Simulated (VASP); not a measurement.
Set up this calculation in VASP 6.6.1, as the native input.

* Task: single point
* Functional: r2SCAN
* Potentials or basis: VASP PAW PBE potentials, release 64 (Sn_d, Te)
* Cutoff: 520 eV
* k mesh: 9 × 9 × 9
* Occupations: fermi-dirac, width 0.1 eV
* Spin: no spin polarisation
* Dipole correction: no
* Further INCAR settings: ALGO = Normal; EDIFF = 1e-06; NBANDS = 17

The system is SnTe.

```
CELL_PARAMETERS angstrom
0.00000 3.18615 3.18615
3.18615 0.00000 3.18615
3.18615 3.18615 0.00000
ATOMIC_POSITIONS crystal
Sn 0.00000 0.00000 0.00000
Te 0.50000 0.50000 0.50000
```

The input as run:

POSCAR

```
SnTe
1.0
    0.0000000000      3.1861486200      3.1861486200
    3.1861486200      0.0000000000      3.1861486200
    3.1861486200      3.1861486200      0.0000000000
Sn Te
1 1
Direct
    0.0000000000      0.0000000000      0.0000000000
    0.5000000000      0.5000000000      0.5000000000
```

INCAR.step1

```
SYSTEM = SnTe
ALGO = Normal ; EDIFF = 1E-4
ENCUT = 520 ; GGA = PE
ISMEAR = -1 ; LASPH = .TRUE.
LCHARG = .FALSE. ; LREAL = .FALSE.
LWAVE = .TRUE. ; NBANDS = 17
NELM = 80 ; PREC = Accurate
SIGMA = 0.1
```

INCAR.step2

```
SYSTEM = SnTe
ALGO = Normal ; EDIFF = 1E-6
ENCUT = 520 ; ISIF = 2
ISMEAR = -1 ; ISTART = 1
LASPH = .TRUE. ; LCHARG = .FALSE.
LMIXTAU = .TRUE. ; LREAL = .FALSE.
LWAVE = .FALSE. ; METAGGA = R2SCAN
NBANDS = 17 ; NELM = 80
PREC = Accurate ; SIGMA = 0.1
```

KPOINTS

```
k-points
0
G
  9 9 9
  0 0 0
```

Potentials or basis: VASP PAW PBE potentials, release 64 (Sn_d, Te).

Launch:

```bash
$ cat potpaw_PBE.64/Sn_d/POTCAR potpaw_PBE.64/Te/POTCAR > POTCAR
$ cp INCAR.step1 INCAR
$ mpirun -np 1 vasp_std > vasp.out
$ cp INCAR.step2 INCAR
$ mpirun -np 1 vasp_std > vasp.out
```

Results of the run:

| Property | Result |
| --- | --- |
| Pressure | -0.1 GPa |

Caveat: the PAW data sets were made with another functional, which shifts forces and pressure a little.

Wall time 2.1 min on 1 thread of Intel(R) Xeon(R) Platinum 8259CL CPU @ 2.50GHz (Skylake/Cascade Lake), on a shared host, peak memory 0.23 GiB.
